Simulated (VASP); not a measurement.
# LiF (R-3m) in VASP: notebook

LiF is run at these levels: PBE; tasks: single point.

Program: VASP 6.6.1. These are calculated values, not measurements. Logs are shortened: lines on timing, memory, paths and dates and some standing lists are left out, and cuts for length are marked.

### Step 1. The cell of the first run

It takes space group R-3m (No. 166, trigonal). Conventional cell: a = 2.708 Å, b = 2.708 Å, c = 7.018 Å, α = 90.00°, β = 90.00°, γ = 120.00°. Li (site symmetry -3m) has 6 F at 1.95 Å within 2.6 Å. F (site symmetry -3m) has 6 Li at 1.95 Å within 2.6 Å.

### Step 2. Single point, PBE (epitaxial 111 strain -4.0%)

The input, INCAR:

```
ALGO = Normal
EDIFF = 1E-6
ENCUT = 520
GGA = PE
ISIF = 2
ISMEAR = 0
LASPH = True
LCHARG = True
LELF = True
LREAL = False
LVHAR = True
LWAVE = False
NBANDS = 12
NELM = 100
PREC = Accurate
SIGMA = 0.01
```

The input, KPOINTS:

```
k-points
0
Gamma
  6 6 6
```

The input, POSCAR:

```
LiF
1.0
    0.0739833607      1.9890602287      1.9890602287
    1.9890602287      0.0739833607      1.9890602287
    1.9890602287      1.9890602287      0.0739833607
Li F
1 1
Direct
    0.0000000000      0.0000000000      0.0000000000
    0.5000000000      0.5000000000      0.5000000000
```

Potentials or basis: VASP PAW PBE potentials, release 64 (Li_sv, F).

Launch:

```console
cat potpaw_PBE.64/Li_sv/POTCAR potpaw_PBE.64/F/POTCAR > POTCAR
mpirun -np 1 vasp_std > vasp.out
```

OUTCAR:

```text
EDIFF = 1E-6
   ENCUT = 520
   GGA = PE
   ISIF = 2
   ISMEAR = 0
   LASPH = True
   LREAL = False
   NELM = 100
   PREC = Accurate

 ion  position               nearest neighbor table
   1  0.000  0.000  0.000-   2 1.95   2 1.95   2 1.95   2 1.95   2 1.95   2 1.95
   2  0.500  0.500  0.500-   1 1.95   1 1.95   1 1.95   1 1.95   1 1.95   1 1.95

  LATTYP: Found a trigonal (rhomboedric) cell.
 ALAT       =     2.8139286992
 COS(alpha) =     0.5368237915

  Lattice vectors:

 A1 = (   0.0739833607,   1.9890602287,   1.9890602287)
 A2 = (   1.9890602287,   0.0739833607,   1.9890602287)
 A3 = (   1.9890602287,   1.9890602287,   0.0739833607)

Analysis of symmetry for initial positions (statically):
=====================================================================
 Subroutine PRICEL returns:
 Original cell was already a primitive cell.

 Routine SETGRP: Setting up the symmetry group for a
 trigonal (rhombohedral) supercell.

 Subroutine GETGRP returns: Found 12 space group operations
 (whereof 12 operations were pure point group operations)
 out of a pool of 12 trial point group operations.

The static configuration has the point symmetry D_3d.

Analysis of symmetry for dynamics (positions and initial velocities):
=====================================================================
 Subroutine PRICEL returns:
 Original cell was already a primitive cell.

 Routine SETGRP: Setting up the symmetry group for a
 trigonal (rhombohedral) supercell.

 Subroutine GETGRP returns: Found 12 space group operations
 (whereof 12 operations were pure point group operations)
 out of a pool of 12 trial point group operations.

The dynamic configuration has the point symmetry D_3d.

 Subroutine INISYM returns: Found 12 space group operations
 (whereof 12 operations are pure point group operations),
 and found     1 'primitive' translations

----------------------------------------------------------------------------------------

                                     Primitive cell

  volume of cell :      14.8612

  direct lattice vectors                    reciprocal lattice vectors
     0.073983361  1.989060229  1.989060229    -0.265853039  0.256319212  0.256319212
     1.989060229  0.073983361  1.989060229     0.256319212 -0.265853039  0.256319212
     1.989060229  1.989060229  0.073983361     0.256319212  0.256319212 -0.265853039

  length of vectors
     2.813928699  2.813928699  2.813928699     0.449529660  0.449529660  0.449529660

  position of ions in fractional coordinates (direct lattice)
     0.000000000  0.000000000  0.000000000
     0.500000000  0.500000000  0.500000000

  ion indices of the primitive-cell ions
   primitive index   ion index
                 1           1
                 2           2

----------------------------------------------------------------------------------------

 KPOINTS: k-points

Automatic generation of k-mesh.
 Grid dimensions read from file:
 generate k-points for:    6    6    6

 Generating k-lattice:

  Cartesian coordinates                     Fractional coordinates (reciprocal lattice)
    -0.044308840  0.042719869  0.042719869     0.166666667 -0.000000000 -0.000000000
     0.042719869 -0.044308840  0.042719869    -0.000000000  0.166666667 -0.000000000
     0.042719869  0.042719869 -0.044308840    -0.000000000 -0.000000000  0.166666667

  Length of vectors
     0.074921610  0.074921610  0.074921610

  Shift w.r.t. Gamma in fractional coordinates (k-lattice)
     0.000000000  0.000000000  0.000000000

 Subroutine IBZKPT returns following result:
 ===========================================

 Found     32 irreducible k-points:

 Following reciprocal coordinates:
            Coordinates               Weight
  0.000000  0.000000  0.000000      1.000000
  0.166667 -0.000000 -0.000000      6.000000
  0.333333 -0.000000 -0.000000      6.000000
  0.500000  0.000000  0.000000      3.000000
  0.166667  0.166667  0.000000      6.000000
  0.333333  0.166667  0.000000     12.000000
[... 16 lines left out ...]
  0.500000  0.500000  0.166667      6.000000
 -0.333333  0.500000  0.166667     12.000000
 [... further k-points ...]
   k-points           NKPTS =     32   k-points in BZ     NKDIM =     32   number of bands    NBANDS=     12
   number of dos      NEDOS =    301   number of ions     NIONS =      2
   total plane-waves  NPLWV =  13824
   dimension x,y,z NGX =    24 NGY =   24 NGZ =   24
   dimension x,y,z NGXF=    48 NGYF=   48 NGZF=   48
   ions per type =               1   1
   NGX,Y,Z   is equivalent  to a cutoff of  14.18, 14.18, 14.18 a.u.
   NGXF,Y,Z  is equivalent  to a cutoff of  28.36, 28.36, 28.36 a.u.
 SYSTEM =  unknown system
   PREC   = accura    normal or accurate (medium, high low for compatibility)
   ISTART =      0    job   : 0-new  1-cont  2-samecut
   ICHARG =      2    charge: 1-file 2-atom 10-const
   ISPIN  =      1    spin polarized calculation?
   LNONCOLLINEAR =      F non collinear calculations
[... 20 lines left out ...]
   EFERMI_NEDOS =   21; number of points for ismear=-14 and -15
   IALGO  =     38    algorithm
   IMIX   =      4    mixing-type and parameters
     AMIX     =   0.40;   BMIX     =  1.00
     AMIX_MAG =   1.60;   BMIX_MAG =  1.00
  volume/ion in A,a.u.               =       7.43        50.14
  Fermi-wavevector in a.u.,A,eV,Ry     =   1.434577  2.710957 28.000938  2.058011
  Thomas-Fermi vector in A             =   2.553970
   LORBIT       =      0    0 simple, 1 ext, 2 COOP (PROOUT), +10 PAW based schemes
   GGA     = PE    functional components
   LHFCALC =     F    Hartree Fock is set to
   AEXX    =    0.0000 exact exchange contribution
   IVDW    =     0    specifies the selected vdW correction
   LEPSILON=     F    determine dielectric tensor
   LRPA    =     F    only Hartree local field effects (RPA)
 non-spin polarized calculation
 Gauss-broadening in eV      SIGMA  =   0.01
  energy-cutoff  :      520.00
  volume of cell :       14.86
 maximum number of plane-waves:       408
 NGX is ok and might be reduce to    24
   NGX = 11   NGY = 11   NGZ = 11

 number of electron      10.0000002 magnetization

 Free energy of the ion-electron system (eV)
  ---------------------------------------------------
  ext. energy  EPLUGINS =         0.00000000
  ---------------------------------------------------
  free energy    TOTEN  =        -9.56536094 eV

  energy without entropy =       -9.56536094  energy(sigma->0) =       -9.56536094

 E-fermi :  -0.2085     XC(G=0): -10.4539

 val. band max:       -0.2718974475   @ k =   0.0000   0.0000   0.0000
 cond. band min:       9.5692133641   @ k =   0.0000   0.0000   0.0000
 fundamental gap:      9.8411108116
 Fermi energy:        -0.2084591127

 k-point     1 :       0.0000    0.0000    0.0000
  band No.  band energies     occupation
      1     -41.1533      2.00000
      2     -20.6498      2.00000
      3      -0.6368      2.00000
      4      -0.2719      2.00000
      5      -0.2719      2.00000
      6       9.5692      0.00000
      7      23.6234      0.00000
      8      24.2051      0.00000
      9      25.0914      0.00000
     10      25.0914      0.00000
     11      25.5612      0.00000
     12      25.5612      0.00000

 k-point     2 :       0.1667   -0.0000   -0.0000
  band No.  band energies     occupation
      1     -41.1303      2.00000
      2     -20.5210      2.00000
      3      -1.1404      2.00000
      4      -0.6466      2.00000
      5      -0.3618      2.00000
      6      10.2510      0.00000
      7      20.1661      0.00000
      8      21.8308      0.00000
      9      22.5114      0.00000
     10      25.8707      0.00000
     11      26.9523      0.00000
     12      27.6734      0.00000

 k-point     3 :       0.3333   -0.0000   -0.0000
  band No.  band energies     occupation
      1     -41.0843      2.00000
      2     -20.2446      2.00000
      3      -2.5573      2.00000
      4      -0.7581      2.00000
      5      -0.5334      2.00000
      6      10.8764      0.00000
      7      17.8315      0.00000
      8      19.5712      0.00000
      9      20.2103      0.00000
     10      28.7615      0.00000
     11      29.4913      0.00000
     12      30.8029      0.00000
[... 286 lines left out ...]
 k-point    23 :       0.5000    0.5000    0.1667
  band No.  band energies     occupation
      1     -41.0518      2.00000
      2     -19.9133      2.00000
      3      -3.3437      2.00000
      4      -1.8929      2.00000
      5      -1.1444      2.00000
      6      14.6485      0.00000
      7      15.9452      0.00000
      8      18.8873      0.00000
      9      21.0401      0.00000
     10      22.5752      0.00000
     11      35.2351      0.00000
     12      37.8564      0.00000

 k-point    24 :      -0.3333    0.5000    0.1667
  band No.  band energies     occupation
      1     -41.0420      2.00000
      2     -19.8205      2.00000
      3      -3.3262      2.00000
      4      -2.2005      2.00000
      5      -1.3341      2.00000
      6      15.1760      0.00000
      7      15.8039      0.00000
      8      18.0493      0.00000
      9      20.3426      0.00000
     10      24.7408      0.00000
     11      32.7200      0.00000
     12      35.4804      0.00000

 [... further k-points ...]
[... 5 lines left out ...]
  --------------------------------------------------------------------------------------
  -------------------------------------------------------------------------------------
  Total        0.9687983      0.9687983      0.9687983     -0.2671176     -0.2671176     -0.2671176
  in kB      104.4457959    104.4457959    104.4457959    -28.7978556    -28.7978556    -28.7978556
  external PRESSURE =     104.4457959 kB  Pullay stress =       0.0000000 kB

 VOLUME and BASIS-vectors are now :
 -----------------------------------------------------------------------------
  energy-cutoff  :      520.00
  volume of cell :       14.86
      direct lattice vectors                 reciprocal lattice vectors
     0.073983361  1.989060229  1.989060229    -0.265853039  0.256319212  0.256319212
     1.989060229  0.073983361  1.989060229     0.256319212 -0.265853039  0.256319212
     1.989060229  1.989060229  0.073983361     0.256319212  0.256319212 -0.265853039

 POSITION                                       TOTAL-FORCE (eV/Angst)
 -----------------------------------------------------------------------------------
      0.00000      0.00000      0.00000        -0.000000      0.000000      0.000000
      2.02605      2.02605      2.02605         0.000000      0.000000     -0.000000
 -----------------------------------------------------------------------------------
    total drift:                                0.000000     -0.000000      0.000000

  FREE ENERGIE OF THE ION-ELECTRON SYSTEM (eV)
  ---------------------------------------------------
  free  energy   TOTEN  =        -9.5653609381 eV

  energy  without entropy=       -9.5653609381  energy(sigma->0) =       -9.56536094
```

Run time: 3.9 s. Hardware: 1 thread of Intel Xeon Platinum 8488C (Sapphire Rapids), shared host; peak memory 0.13 GiB.

Results:

```yaml
Free_energy: -9.5654 eV
Band_gap_on_the_k_mesh: 9.84 eV, direct
```

Caveat: the k points lie up to 0.47 Å⁻¹ apart; the cell differs from its parent crystal (epitaxial 111 strain -4.0%); the cutoff is under 1.25 times the usual one of these potentials, so pressure, stress and relaxed cells hold a basis-set (Pulay) error.

### Step 3. Single point, PBE (epitaxial 111 strain -3.0%)

The input, INCAR:

```
PREC     = Accurate       # precision mode
ENCUT    = 520            # plane-wave cutoff, eV
EDIFF    = 1E-7           # SCF threshold, eV
ISMEAR   = 0              # smearing method
SIGMA    = 0.01           # smearing width, eV
LREAL    = F              # projectors in reciprocal space
LASPH    = T              # aspherical terms in the spheres
NELM     = 100            # most SCF steps
ALGO     = Normal         # electronic algorithm
ISIF     = 2              # what is computed and relaxed
LWAVE    = F              # write WAVECAR
LCHARG   = T              # write CHGCAR
GGA      = PE             # functional
LELF     = T              # ELF
LVHAR    = T            
NBANDS   = 12             # bands
```

The input, KPOINTS:

```
Automatic mesh
0
Gamma
  6 6 6
```

The input, POSCAR:

```
LiF
1.0
    0.0557395491      1.9907651345      1.9907651345
    1.9907651345      0.0557395491      1.9907651345
    1.9907651345      1.9907651345      0.0557395491
Li F
1 1
Direct
    0.0000000000      0.0000000000      0.0000000000
    0.5000000000      0.5000000000      0.5000000000
```

Potentials or basis: VASP PAW PBE potentials, release 64 (Li_sv, F).

Launch:

```console
cat potpaw_PBE.64/Li_sv/POTCAR potpaw_PBE.64/F/POTCAR > POTCAR
mpirun -np 1 vasp_std > vasp.out
```

Run time: 5.4 s. Hardware: 1 thread of Intel Xeon Platinum 8488C (Sapphire Rapids), shared host; peak memory 0.13 GiB.

It converged, with:

```
Free energy            : -9.5880 eV
Band gap on the k mesh : 9.72 eV, direct
```

Levels at points of the mesh, in eV from the valence-band top:
```
           k point  band 2  band 3  band 4  band 5  band 6  band 7  band 8  band 9
(0.00, 0.00, 0.00)  -20.29   -0.26    0.00    0.00    9.72   24.06   24.47   25.10
(0.50, 0.00, 0.00)  -19.76   -2.84   -0.45   -0.32   11.02   17.76   19.01   19.51
(0.50, 0.50, 0.00)  -19.46   -3.44   -1.34   -1.07   15.44   16.72   18.36   20.85
(0.50, 0.50, 0.50)  -19.88   -2.88   -0.21   -0.21   11.30   17.11   20.01   20.01
```

Caveat: the k points lie up to 0.47 Å⁻¹ apart; the cell differs from its parent crystal (epitaxial 111 strain -3.0%); the cutoff is under 1.25 times the usual one of these potentials, so pressure, stress and relaxed cells hold a basis-set (Pulay) error.

### Step 4. Single point, PBE (epitaxial 111 strain -2.0%)

The input, INCAR:

```
SYSTEM = LiF
PREC = Accurate
ENCUT = 520
EDIFF = 1E-6
ISMEAR = 0
SIGMA = 0.01
LREAL = .False.
LASPH = .True.
NELM = 60
ALGO = Normal
ISIF = 2
LWAVE = .False.
LCHARG = .False.
GGA = PE
NBANDS = 12
```

The input, KPOINTS:

```
regular mesh
0
Gamma
  6 6 6
  0 0 0
```

The input, POSCAR:

```
LiF
1.0
    0.0373568784      1.9923311812      1.9923311812
    1.9923311812      0.0373568784      1.9923311812
    1.9923311812      1.9923311812      0.0373568784
Li F
1 1
Direct
    0.0000000000      0.0000000000      0.0000000000
    0.5000000000      0.5000000000      0.5000000000
```

Launch:

```console
cat potpaw_PBE.64/Li_sv/POTCAR potpaw_PBE.64/F/POTCAR > POTCAR
mpirun -np 1 vasp_std > vasp.out
```

Wall time 4.7 s (1 thread of Intel Xeon Platinum 8488C (Sapphire Rapids), shared host); peak memory 0.13 GiB.

It converged, with:

| Property | Result |
| --- | --- |
| Free energy | -9.6058 eV |
| Band gap on the k mesh | 9.59 eV, direct |

Levels at points of the mesh, in eV from the valence-band top:
| k point | band 2 | band 3 | band 4 | band 5 | band 6 | band 7 | band 8 | band 9 |
| --- | --- | --- | --- | --- | --- | --- | --- | --- |
| (0.00, 0.00, 0.00) | -20.21 | -0.17 | 0.00 | 0.00 | 9.59 | 24.24 | 24.45 | 24.84 |
| (0.50, 0.00, 0.00) | -19.70 | -2.76 | -0.38 | -0.29 | 10.99 | 17.53 | 19.04 | 19.38 |
| (0.50, 0.50, 0.00) | -19.41 | -3.33 | -1.24 | -1.06 | 15.33 | 16.69 | 18.17 | 20.75 |
| (0.50, 0.50, 0.50) | -19.78 | -2.79 | -0.22 | -0.22 | 11.17 | 17.10 | 19.71 | 19.71 |

Caveat: the k points lie up to 0.46 Å⁻¹ apart; the cell differs from its parent crystal (epitaxial 111 strain -2.0%); the cutoff is under 1.25 times the usual one of these potentials, so pressure, stress and relaxed cells hold a basis-set (Pulay) error.

### Step 5. Single point, PBE (epitaxial 111 strain -1.0%)

The input, INCAR:

```
ALGO = Normal ; EDIFF = 1E-6
ENCUT = 520 ; GGA = PE
ISIF = 2 ; ISMEAR = 0
LASPH = T ; LCHARG = F
LREAL = F ; LWAVE = F
NBANDS = 12 ; NELM = 60
PREC = Accurate ; SIGMA = 0.01
```

The input, KPOINTS:

```
k-points
0
Gamma
  6 6 6
```

The input, POSCAR:

```
LiF
1.0
    0.0188394048      1.9937624249      1.9937624249
    1.9937624249      0.0188394048      1.9937624249
    1.9937624249      1.9937624249      0.0188394048
Li F
1 1
Direct
    0.0000000000      0.0000000000      0.0000000000
    0.5000000000      0.5000000000      0.5000000000
```

Launch:

```console
cat potpaw_PBE.64/Li_sv/POTCAR potpaw_PBE.64/F/POTCAR > POTCAR
mpirun -np 1 vasp_std > vasp.out
```

It took 4.1 s on 1 thread of Intel Xeon Platinum 8488C (Sapphire Rapids), shared host; peak memory 0.13 GiB.

It converged, with:

```
Free energy            : -9.6190 eV
Band gap on the k mesh : 9.47 eV, direct
```

Levels at points of the mesh, in eV from the valence-band top:
```tsv
k point	band 3	band 4	band 5	band 6	band 7	band 8
(0.00, 0.00, 0.00)	-0.08	0.00	0.00	9.47	24.41	24.42
(0.50, 0.00, 0.00)	-2.68	-0.31	-0.26	10.96	17.30	19.08
(0.50, 0.50, 0.00)	-3.23	-1.14	-1.05	15.21	16.65	17.98
(0.50, 0.50, 0.50)	-2.69	-0.23	-0.23	11.04	17.09	19.41
```

Caveat: the k points lie up to 0.46 Å⁻¹ apart; the cell differs from its parent crystal (epitaxial 111 strain -1.0%); the cutoff is under 1.25 times the usual one of these potentials, so pressure, stress and relaxed cells hold a basis-set (Pulay) error.

### Step 6. Single point, PBE (epitaxial 111 strain +1.0%)

The input, INCAR:

```
PREC     = Accurate       # precision mode
ENCUT    = 520            # plane-wave cutoff, eV
EDIFF    = 1E-6           # SCF threshold, eV
ISMEAR   = 0              # smearing method
SIGMA    = 0.01           # smearing width, eV
LREAL    = False          # projectors in reciprocal space
LASPH    = True           # aspherical terms in the spheres
NELM     = 60             # most SCF steps
ALGO     = Normal         # electronic algorithm
ISIF     = 2              # what is computed and relaxed
LWAVE    = False          # write WAVECAR
LCHARG   = False          # write CHGCAR
GGA      = PE             # functional
NBANDS   = 12             # bands
```

The input, KPOINTS:

```
regular mesh
0
Gamma
  6 6 6
```

The input, POSCAR:

```
LiF
1.0
   -0.0186235506      1.9961969043      1.9961969043
    1.9961969043     -0.0186235506      1.9961969043
    1.9961969043      1.9961969043     -0.0186235506
Li F
1 1
Direct
    0.0000000000      0.0000000000      0.0000000000
    0.5000000000      0.5000000000      0.5000000000
```

Potentials or basis: VASP PAW PBE potentials, release 64 (Li_sv, F).

Launch:

```console
cat potpaw_PBE.64/Li_sv/POTCAR potpaw_PBE.64/F/POTCAR > POTCAR
mpirun -np 1 vasp_std > vasp.out
```

Run time: 5.2 s. Hardware: 1 thread of Intel Xeon Platinum 8488C (Sapphire Rapids), shared host; peak memory 0.13 GiB.

It converged, with:

```yaml
Free_energy: -9.6333 eV
Band_gap_on_the_k_mesh: 9.15 eV, direct
```

Levels at points of the mesh, in eV from the valence-band top:
| k point | band 2 | band 3 | band 4 | band 5 | band 6 | band 7 | band 8 | band 9 |
| --- | --- | --- | --- | --- | --- | --- | --- | --- |
| (0.00, 0.00, 0.00) | -20.06 | -0.07 | -0.07 | 0.00 | 9.15 | 24.03 | 24.03 | 24.18 |
| (0.50, 0.00, 0.00) | -19.62 | -2.61 | -0.29 | -0.25 | 10.81 | 16.79 | 18.93 | 19.09 |
| (0.50, 0.50, 0.00) | -19.34 | -3.11 | -1.11 | -1.02 | 14.88 | 16.48 | 17.56 | 20.25 |
| (0.50, 0.50, 0.50) | -19.59 | -2.59 | -0.32 | -0.32 | 10.73 | 17.00 | 18.77 | 18.77 |

Caveat: the k points lie up to 0.45 Å⁻¹ apart; the cell differs from its parent crystal (epitaxial 111 strain +1.0%); the cutoff is under 1.25 times the usual one of these potentials, so pressure, stress and relaxed cells hold a basis-set (Pulay) error.

### Step 7. Summary

| cell | gap on the mesh (eV) |
| --- | --- |
| a = 2.814 Å, angles 57.5°, 2 atoms | 9.84 |
| a = 2.816 Å, angles 58.1°, 2 atoms | 9.72 |
| a = 2.818 Å, angles 58.8°, 2 atoms | 9.59 |
| a = 2.820 Å, angles 59.4°, 2 atoms | 9.47 |
| a = 2.823 Å, angles 60.6°, 2 atoms | 9.15 |

Alike in all rows: task single point; level PBE; potentials or basis VASP PAW PBE potentials, release 64 (Li_sv, F); no spin polarisation; k mesh 6 × 6 × 6; cutoff (eV) 520; smearing gaussian 0.01 eV.

Caveats: all runs use coarse meshes; the cutoff is under 1.25 times the usual one of these potentials, so pressure, stress and relaxed cells hold a basis-set (Pulay) error.

Total energies depend on the potentials used, so only differences within one code and one set of settings carry meaning.
